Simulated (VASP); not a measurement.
# TaBPd4 in VASP: notebook

Runs on TaBPd4. Level: PBE. Tasks: single point.

Everything below comes from runs of VASP 6.6.1. Logs are shortened: lines on timing, memory, paths and dates and some standing lists are left out, and cuts for length are marked.

**1. The cell of the first run**

The cell holds a disordered packing, 12 atoms: a = 5.315 Å, b = 6.150 Å, c = 5.410 Å, α = 89.41°, β = 114.97°, γ = 97.24°.

**2. Single point, PBE**

Input file INCAR:

```
SYSTEM = TaBPd4
  PREC = Accurate
  ENCUT = 520
  EDIFF = 1E-7
  ISMEAR = 0
  SIGMA = 0.1
  LREAL = .FALSE.
  LASPH = .TRUE.
  NELM = 80
  ALGO = Normal
  ISIF = 2
  LWAVE = .FALSE.
  LCHARG = .TRUE.
  GGA = PE
  LELF = .TRUE.
  LVHAR = .TRUE.
  NBANDS = 66
```

Input file KPOINTS:

```
regular mesh
0
G
  3 3 3
  0 0 0
```

Input file POSCAR:

```
TaBPd4
1.0
    5.1361430000     -0.3719070000     -1.3162590000
   -0.3471220000      6.1396360000      0.0386720000
   -1.0032490000     -0.0348650000      5.3164660000
Pd Ta B
8 2 2
Direct
    0.1416194116      0.4928816779      0.6248054826
    0.3363511914      0.9492627098      0.5097416959
    0.9625834242      0.1370588411      0.4426468176
    0.5781022783      0.6626501409      0.6508927774
    0.5961939859      0.2264411402      0.0342595566
    0.6505270285      0.3852268950      0.4275450199
    0.7982916458      0.1271153245      0.7723381960
    0.2089259525      0.3796988641      0.0619185660
    0.0888887557      0.8302283237      0.8161581462
    0.8643102245      0.6256178734      0.1511829884
    0.4448533158      0.2868442814      0.6559132210
    0.3238010199      0.0615168571      0.1572994216
```

Potentials or basis: VASP PAW PBE potentials, release 64 (Pd, Ta_pv, B).

Command:

```
> cat potpaw_PBE.64/Pd/POTCAR potpaw_PBE.64/Ta_pv/POTCAR potpaw_PBE.64/B/POTCAR > POTCAR
> mpirun -np 1 vasp_std > vasp.out
```

OUTCAR:

```text
SYSTEM = TaBPd4
   PREC = Accurate
   ENCUT = 520
   EDIFF = 1E-7
   ISMEAR = 0
   LREAL = .FALSE.
   LASPH = .TRUE.
   NELM = 80
   ISIF = 2
   GGA = PE

 ion  position               nearest neighbor table
   1  0.142  0.493  0.625-  11 2.12   3 2.32   8 2.35   4 2.37   6 2.37   9 2.43  10 2.55   2 3.02
                             7 3.03   5 3.14   8 3.30   4 3.35   6 3.43
   2  0.336  0.949  0.510-  12 2.00  11 2.15   4 2.25   3 2.32   7 2.38   9 2.57  10 2.95   5 3.01
                             1 3.02   6 3.11   9 3.46
   3  0.963  0.137  0.443-   7 2.29   2 2.32   1 2.32   5 2.36   6 2.37  11 2.38   9 2.68   8 3.15
                             8 3.33   7 3.35  10 3.37  10 3.41
   4  0.578  0.663  0.651-   2 2.25   6 2.26  11 2.33   1 2.37  10 2.51   9 2.55   7 2.92   8 3.32
                             1 3.35   9 3.36   5 3.36
   5  0.596  0.226  0.034-  11 1.91  12 2.00   7 2.24   6 2.24   3 2.36   8 2.43  10 2.62   2 3.01
                             1 3.14   9 3.21   8 3.21   4 3.36
   6  0.651  0.385  0.428-  11 2.01   5 2.24   4 2.26   8 2.34   3 2.37   1 2.37   7 2.37  12 2.48
                            10 2.58   2 3.11   9 3.42   1 3.43
   7  0.798  0.127  0.772-  11 2.08   5 2.24   3 2.29   6 2.37   2 2.38   8 2.44   9 2.48  12 2.77
                             4 2.92   1 3.03   3 3.35
   8  0.209  0.380  0.062-  12 2.12   6 2.34   1 2.35   5 2.43   7 2.44  10 2.71   9 3.08   3 3.15
                             5 3.21   1 3.30   4 3.32   3 3.33  10 3.45
   9  0.089  0.830  0.816-  12 2.16   1 2.43   7 2.48   4 2.55   2 2.57   3 2.68  10 2.77   8 3.08
                             5 3.21   4 3.36   6 3.42   2 3.46  10 3.47
  10  0.864  0.626  0.151-   4 2.51   1 2.55   6 2.58   5 2.62   8 2.71   9 2.77   2 2.95   3 3.37
                             3 3.41   8 3.45   9 3.47
  11  0.445  0.287  0.656-   5 1.91   6 2.01   7 2.08   1 2.12   2 2.15   4 2.33   3 2.38
  12  0.324  0.062  0.157-   2 2.00   5 2.00   8 2.12   9 2.16   6 2.48   7 2.77

  LATTYP: Found a triclinic cell.
 ALAT       =     5.4104098600
 B/A-ratio  =     2.0889106883
 C/A-ratio  =     0.9823931913
 COS(alpha) =     0.0023596497
 COS(beta)  =     0.4220764117
 COS(gamma) =     0.7644954938

  Lattice vectors:

 A1 = (  -1.0032490000,  -0.0348650000,   5.3164660000)
 A2 = (   2.7825230000,   5.6979990000,   9.3553450000)
 A3 = (  -5.1361430000,   0.3719070000,   1.3162590000)

Analysis of symmetry for initial positions (statically):
=====================================================================
 Subroutine PRICEL returns:
 Original cell was already a primitive cell.

 Routine SETGRP: Setting up the symmetry group for a
 triclinic supercell.

 Subroutine GETGRP returns: Found  1 space group operations
 (whereof  1 operations were pure point group operations)
 out of a pool of  2 trial point group operations.

The static configuration has the point symmetry C_1 .

Analysis of symmetry for dynamics (positions and initial velocities):
=====================================================================
 Subroutine PRICEL returns:
 Original cell was already a primitive cell.

 Routine SETGRP: Setting up the symmetry group for a
 triclinic supercell.

 Subroutine GETGRP returns: Found  1 space group operations
 (whereof  1 operations were pure point group operations)
 out of a pool of  2 trial point group operations.

The dynamic configuration has the point symmetry C_1 .

 Subroutine INISYM returns: Found  1 space group operations
 (whereof  1 operations are pure point group operations),
 and found     1 'primitive' translations

----------------------------------------------------------------------------------------

                                     Primitive cell

  volume of cell :     158.8612

  direct lattice vectors                    reciprocal lattice vectors
     5.136143000 -0.371907000 -1.316259000     0.205478241  0.011372601  0.038849556
    -0.347122000  6.139636000  0.038672000     0.012735159  0.163574230  0.003475909
    -1.003249000 -0.034865000  5.316466000     0.050779990  0.001625807  0.197688024

  length of vectors
     5.315149809  6.149562539  5.410409860     0.209427628  0.164106048  0.204112237

  position of ions in fractional coordinates (direct lattice)
     0.141619412  0.492881678  0.624805483
     0.336351191  0.949262710  0.509741696
     0.962583424  0.137058841  0.442646818
     0.578102278  0.662650141  0.650892777
     0.596193986  0.226441140  0.034259557
     0.650527029  0.385226895  0.427545020
     0.798291646  0.127115324  0.772338196
     0.208925953  0.379698864  0.061918566
     0.088888756  0.830228324  0.816158146
     0.864310225  0.625617873  0.151182988
     0.444853316  0.286844281  0.655913221
     0.323801020  0.061516857  0.157299422

  ion indices of the primitive-cell ions
   primitive index   ion index
                 1           1
                 2           2
                 3           3
                 4           4
                 5           5
                 6           6
                 7           7
                 8           8
                 9           9
                10          10
                11          11
                12          12

----------------------------------------------------------------------------------------

 KPOINTS: regular mesh

Automatic generation of k-mesh.
 Grid dimensions read from file:
 generate k-points for:    3    3    3

 Generating k-lattice:

  Cartesian coordinates                     Fractional coordinates (reciprocal lattice)
     0.068492747  0.003790867  0.012949852     0.333333333  0.000000000  0.000000000
     0.004245053  0.054524743  0.001158636     0.000000000  0.333333333  0.000000000
     0.016926663  0.000541936  0.065896008     0.000000000 -0.000000000  0.333333333

  Length of vectors
     0.069809209  0.054702016  0.068037412

  Shift w.r.t. Gamma in fractional coordinates (k-lattice)
     0.000000000  0.000000000  0.000000000

 Subroutine IBZKPT returns following result:
 ===========================================

 Found     14 irreducible k-points:

 Following reciprocal coordinates:
            Coordinates               Weight
  0.000000  0.000000  0.000000      1.000000
  0.333333  0.000000  0.000000      2.000000
[... 15 lines left out ...]
   dimension x,y,z NGX =    40 NGY =   48 NGZ =   40
   dimension x,y,z NGXF=    80 NGYF=   96 NGZF=   80
   ions per type =               8   2   2
   NGX,Y,Z   is equivalent  to a cutoff of  12.51, 12.98, 12.29 a.u.
   NGXF,Y,Z  is equivalent  to a cutoff of  25.02, 25.95, 24.58 a.u.
 SYSTEM =  TaBPd4
   PREC   = accura    normal or accurate (medium, high low for compatibility)
   ISTART =      0    job   : 0-new  1-cont  2-samecut
   ICHARG =      2    charge: 1-file 2-atom 10-const
   ISPIN  =      1    spin polarized calculation?
   LNONCOLLINEAR =      F non collinear calculations
   LSORBIT =      F    spin-orbit coupling
   LASPH  =      T    aspherical Exc in radial PAW
   ENCUT  =  520.0 eV  38.22 Ry    6.18 a.u.   9.88 11.43 10.06*2*pi/ulx,y,z
   NELM   =     80;   NELMIN=  2; NELMDL= -5     # of ELM steps
   EDIFF  = 0.1E-06   stopping-criterion for ELM
   LREAL  =      F    real-space projection
   EDIFFG = 0.1E-05   stopping-criterion for IOM
   NSW    =      0    number of steps for IOM
   IBRION =     -1    ionic relax: 0-MD 1-quasi-New 2-CG
   NFREE  =      0    steps in history (QN), initial steepest desc. (CG)
   ISIF   =      2    stress and relaxation
   ISYM   =      2    0-nonsym 1-usesym 2-fastsym
   POTIM  = 0.5000    time-step for ionic-motion
   TEBEG  =    0.0;   TEEND  =   0.0 temperature during run
   PSTRESS=    0.0 pullay stress
   NELECT =     108.0000    total number of electrons
   NUPDOWN=      -1.0000    fix difference up-down
   EMIN   =  10.00;   EMAX   =-10.00  energy-range for DOS
   EFERMI =   0.00;   METHOD = LEGACY
   ISMEAR =     0;   SIGMA  =   0.10  broadening in eV -4-tet -1-fermi 0-gaus
   EFERMI_NEDOS =   21; number of points for ismear=-14 and -15
   IALGO  =     38    algorithm
   IMIX   =      4    mixing-type and parameters
     AMIX     =   0.40;   BMIX     =  1.00
     AMIX_MAG =   1.60;   BMIX_MAG =  1.00
  volume/ion in A,a.u.               =      13.24        89.34
  Fermi-wavevector in a.u.,A,eV,Ry     =   1.439495  2.720251 28.193256  2.072146
  Thomas-Fermi vector in A             =   2.558344
   LORBIT       =      0    0 simple, 1 ext, 2 COOP (PROOUT), +10 PAW based schemes
   GGA     = PE    functional components
   LHFCALC =     F    Hartree Fock is set to
   AEXX    =    0.0000 exact exchange contribution
   IVDW    =     0    specifies the selected vdW correction
   LEPSILON=     F    determine dielectric tensor
   LRPA    =     F    only Hartree local field effects (RPA)
 non-spin polarized calculation
 Gauss-broadening in eV      SIGMA  =   0.10
  energy-cutoff  :      520.00
  volume of cell :      158.86
 maximum number of plane-waves:      4297
   NGX = 19   NGY = 23   NGZ = 21

 number of electron     108.0000000 magnetization

 Free energy of the ion-electron system (eV)
  ---------------------------------------------------
  ext. energy  EPLUGINS =         0.00000000
  ---------------------------------------------------
  free energy    TOTEN  =       -63.82464442 eV

  energy without entropy =      -63.78489866  energy(sigma->0) =      -63.80477154

 E-fermi :  10.4527     XC(G=0): -13.1018

 val. band max:       10.4311356012   @ k =   0.3333  -0.0000   0.3333
 cond. band min:      10.4664381274   @ k =   0.0000   0.0000   0.0000
 fundamental gap:      0.0353025262
 Fermi energy:        10.4526531594

 k-point     1 :       0.0000    0.0000    0.0000
  band No.  band energies     occupation
      1     -24.8205      2.00000
      2     -24.7677      2.00000
      3     -24.7128      2.00000
      4     -24.3112      2.00000
      5     -24.1368      2.00000
      6     -24.0131      2.00000
[... 58 lines left out ...]
     65      13.6534      0.00000
     66      14.1830      0.00000

 k-point     2 :       0.3333    0.0000    0.0000
  band No.  band energies     occupation
      1     -24.8220      2.00000
      2     -24.7677      2.00000
      3     -24.7127      2.00000
      4     -24.3107      2.00000
      5     -24.1373      2.00000
      6     -24.0128      2.00000
[... 58 lines left out ...]
     65      14.0059      0.00000
     66      14.3311      0.00000

 k-point     3 :      -0.0000    0.3333   -0.0000
  band No.  band energies     occupation
      1     -24.8204      2.00000
      2     -24.7678      2.00000
      3     -24.7126      2.00000
      4     -24.3113      2.00000
      5     -24.1370      2.00000
      6     -24.0131      2.00000
[... 748 lines left out ...]
     65      14.0277      0.00000
     66      14.3793      0.00000

 k-point    14 :      -0.3333   -0.3333    0.3333
  band No.  band energies     occupation
      1     -24.8188      2.00000
      2     -24.7710      2.00000
      3     -24.7100      2.00000
      4     -24.3111      2.00000
      5     -24.1296      2.00000
      6     -24.0229      2.00000
[... 58 lines left out ...]
     65      13.8618      0.00000
     66      14.1044      0.00000

------------------------ aborting loop because EDIFF is reached ----------------------------------------

  FORCE on cell =-STRESS in cart. coord.  units (eV):
  Direction    XX          YY          ZZ          XY          YZ          ZX
  --------------------------------------------------------------------------------------
  -------------------------------------------------------------------------------------
  Total       78.0057151     60.8287379     75.5963816    -13.9892842      7.2626094     -4.8594366
  in kB      786.7182769    613.4817156    762.4192029   -141.0874260     73.2462685    -49.0093266
  external PRESSURE =     720.8730651 kB  Pullay stress =       0.0000000 kB

 VOLUME and BASIS-vectors are now :
 -----------------------------------------------------------------------------
  energy-cutoff  :      520.00
  volume of cell :      158.86
      direct lattice vectors                 reciprocal lattice vectors
     5.136143000 -0.371907000 -1.316259000     0.205478241  0.011372601  0.038849556
    -0.347122000  6.139636000  0.038672000     0.012735159  0.163574230  0.003475909
    -1.003249000 -0.034865000  5.316466000     0.050779990  0.001625807  0.197688024

 POSITION                                       TOTAL-FORCE (eV/Angst)
 -----------------------------------------------------------------------------------
     -0.07055      2.95166      3.15441         2.004914      1.862495     -0.977186
      0.88664      5.68526      2.30401        -1.243996     -0.366585     -2.695227
      4.45230      0.46807      1.09161         1.968215     -4.636338     -3.859951
      2.08619      3.83074      2.72514         2.815999      1.130575      2.279654
      2.94916      1.16734     -0.59385        -1.087004     -2.301515     -2.346598
      2.77854      2.10831      1.43166        -1.991313      2.052910      2.273204
      3.28117      0.45662      3.06027         3.072798     -3.621251      2.143918
      0.87915      2.25135      0.06887        -4.025402      2.594537      3.117732
     -0.65045      5.03579      4.25418         1.001780      0.342069      1.073989
      4.07038      3.51435     -0.30970         0.339876      2.000857     -0.179271
      1.52722      1.57281      2.91269        -2.063237      0.896751     -1.408137
      1.48392      0.25178      0.41245        -0.792629      0.045493      0.577873
 -----------------------------------------------------------------------------------
    total drift:                                0.000065      0.000391      0.000616

  FREE ENERGIE OF THE ION-ELECTRON SYSTEM (eV)
  ---------------------------------------------------
  free  energy   TOTEN  =       -63.8246444238 eV

  energy  without entropy=      -63.7848986610  energy(sigma->0) =      -63.80477154
```

Run time: 3.1 min. Hardware: 1 thread of AMD EPYC 7R13 (Zen 3), shared host; peak memory 0.3 GiB.

What came out:

```
Free energy            : -63.8246 eV
Pressure               : 72.1 GPa
Largest force          : 6.346 eV/Å
Band gap on the k mesh : zero (bands 54 and 55 overlap by 0.17 eV)
```

Forces in eV/Å, atoms in the order of the input:
```
Pd   2.005  1.862 -0.977
Pd  -1.244 -0.367 -2.695
Pd   1.968 -4.636 -3.860
Pd   2.816  1.131  2.280
Pd  -1.087 -2.302 -2.347
Pd  -1.991  2.053  2.273
Pd   3.073 -3.621  2.144
Pd  -4.025  2.595  3.118
Ta   1.002  0.342  1.074
Ta   0.340  2.001 -0.179
B   -2.063  0.897 -1.408
B   -0.793  0.045  0.578
```

Caveat: the k points lie up to 0.44 Å⁻¹ apart; spin-orbit coupling is left out, which moves the levels of the heavy elements.

**3. Single point, PBE**

Input file INCAR:

```
SYSTEM = TaBPd4
PREC = Accurate
ENCUT = 520
EDIFF = 1E-6
ISMEAR = 0
SIGMA = 0.1
LREAL = .FALSE.
LASPH = .TRUE.
NELM = 80
ALGO = Normal
ISIF = 2
LWAVE = .FALSE.
LCHARG = .FALSE.
GGA = PE
NBANDS = 66
```

Input file KPOINTS:

```
Automatic mesh
0
G
  3 3 3
  0 0 0
```

Input file POSCAR:

```
TaBPd4
1.0
    5.1361430000     -0.3719070000     -1.3162590000
   -0.3471220000      6.1396360000      0.0386720000
   -1.0032490000     -0.0348650000      5.3164660000
Pd Ta B
8 2 2
Direct
    0.1416722077      0.4930570225      0.6293061627
    0.3359919674      0.9460513866      0.5065936191
    0.9623749847      0.1384176084      0.4439334041
    0.5808724774      0.6614288578      0.6513663117
    0.5943002533      0.2229727029      0.0296231099
    0.6433388339      0.3852477635      0.4224816313
    0.8005413093      0.1243544783      0.7712696116
    0.2111805678      0.3858762188      0.0655096295
    0.0900166331      0.8291833620      0.8175592630
    0.8647660068      0.6288334755      0.1521615658
    0.4505303467      0.2818549344      0.6572009921
    0.3144722634      0.0590113043      0.1561879380
```

Potentials or basis: VASP PAW PBE potentials, release 64 (Pd, Ta_pv, B).

Command:

```
> cat potpaw_PBE.64/Pd/POTCAR potpaw_PBE.64/Ta_pv/POTCAR potpaw_PBE.64/B/POTCAR > POTCAR
> mpirun -np 1 vasp_std > vasp.out
```

It took 2.6 min on 1 thread of AMD EPYC 7R13 (Zen 3), shared host; peak memory 0.29 GiB.

It converged, with:

```yaml
Free_energy: -64.0429 eV
Pressure: 71.2 GPa
Largest_force: 6.729 eV/Å
Band_gap_on_the_k_mesh: zero (bands 54 and 55 overlap by 0.16 eV)
```

Forces in eV/Å, atoms in the order of the input:
```
Pd   1.963  1.708 -1.533
Pd  -1.467 -0.243 -2.355
Pd   2.347 -4.536 -4.382
Pd   2.537  1.218  2.523
Pd  -1.469 -2.229 -0.975
Pd  -0.598  1.301  2.261
Pd   3.104 -3.199  2.392
Pd  -4.674  2.167  2.694
Ta   1.084  0.272  0.798
Ta   0.251  1.751 -0.020
B   -2.545  1.160 -1.696
B   -0.533  0.631  0.294
```

Stress tensor (GPa, compression positive):
```
 75.65 -14.66  -4.73
-14.66  59.93   7.68
 -4.73   7.68  78.16
```

Levels at points of the mesh, in eV from the Fermi level:
```
           k point  band 51  band 52  band 53  band 54  band 55  band 56  band 57  band 58
(0.00, 0.00, 0.00)    -0.99    -0.77    -0.47    -0.07     0.04     0.17     0.44     1.15
```

Caveat: the k points lie up to 0.44 Å⁻¹ apart; spin-orbit coupling is left out, which moves the levels of the heavy elements.

**4. Single point, PBE**

Input file INCAR:

```
PREC = Accurate
ENCUT = 520
EDIFF = 1E-7
ISMEAR = 0
SIGMA = 0.1
LREAL = False
LASPH = True
NELM = 100
ALGO = Normal
ISIF = 2
LWAVE = False
LCHARG = True
GGA = PE
LELF = True
LVHAR = True
NBANDS = 66
```

Input file KPOINTS:

```
Automatic mesh
0
Gamma
  3 3 3
```

Input file POSCAR:

```
TaBPd4
1.0
    5.1361430000     -0.3719070000     -1.3162590000
   -0.3471220000      6.1396360000      0.0386720000
   -1.0032490000     -0.0348650000      5.3164660000
Pd Ta B
8 2 2
Direct
    0.1431419226      0.4944574440      0.6326757635
    0.3340655184      0.9428654729      0.5014626731
    0.9631803872      0.1367789655      0.4420918590
    0.5860828045      0.6612616016      0.6544453510
    0.5909215611      0.2182390775      0.0240249973
    0.6366170350      0.3860698472      0.4195038224
    0.8053872895      0.1198623651      0.7727268360
    0.2099350453      0.3928279279      0.0700466158
    0.0916663480      0.8283684022      0.8193634630
    0.8653495949      0.6324920822      0.1530929491
    0.4346450702      0.2825348655      0.6417521145
    0.3022406008      0.0603781809      0.1564221357
```

Command:

```
> cat potpaw_PBE.64/Pd/POTCAR potpaw_PBE.64/Ta_pv/POTCAR potpaw_PBE.64/B/POTCAR > POTCAR
> mpirun -np 1 vasp_std > vasp.out
```

Run time: 3 min. Hardware: 1 thread of AMD EPYC 7R13 (Zen 3), shared host; peak memory 0.3 GiB.

Results (log left out):

```yaml
Free_energy: -65.0354 eV
Pressure: 68.1 GPa
Largest_force: 5.923 eV/Å
Band_gap_on_the_k_mesh: zero (bands 54 and 55 overlap by 0.12 eV)
```

Forces on the atoms (eV/Å):
```
Pd   1.377  1.194 -1.889
Pd  -0.965 -0.507 -1.811
Pd   1.828 -3.584 -4.347
Pd   2.219  1.523  2.745
Pd  -2.189 -1.623 -0.882
Pd   1.131  0.040  1.816
Pd   2.323 -2.424  2.211
Pd  -4.919  1.906  2.103
Ta   1.386  0.392  0.744
Ta   0.075  1.530  0.200
B   -1.951  0.421 -0.674
B   -0.315  1.132 -0.215
```

Stress tensor (GPa, compression positive):
```
 71.67 -15.10  -4.70
-15.10  57.54   8.12
 -4.70   8.12  75.01
```

Levels at points of the mesh, in eV from the Fermi level:
```tsv
k point	band 52	band 53	band 54	band 55	band 56	band 57
(0.00, 0.00, 0.00)	-0.78	-0.48	-0.04	0.07	0.20	0.45
```

Caveat: the k points lie up to 0.44 Å⁻¹ apart; spin-orbit coupling is left out, which moves the levels of the heavy elements.

**5. Overview**

```tsv
cell	gap on the mesh (eV)	pressure (GPa)	largest force (eV/Å)
as given, atomic positions A	none	72.1	6.35
as given, atomic positions B	none	71.2	6.73
as given, atomic positions C	none	68.1	5.92
```

Alike in all rows: task single point; level PBE; potentials or basis VASP PAW PBE potentials, release 64 (Pd, Ta_pv, B); no spin polarisation; k mesh 3 × 3 × 3; cutoff (eV) 520; smearing gaussian 0.1 eV.

Caveats: all runs use coarse meshes; spin-orbit coupling is left out, which moves the levels of the heavy elements.

Total energies depend on the potentials used, so only differences within one code and one set of settings carry meaning.

The gap in the log of VASP goes by the Fermi energy; the results here count the filled bands.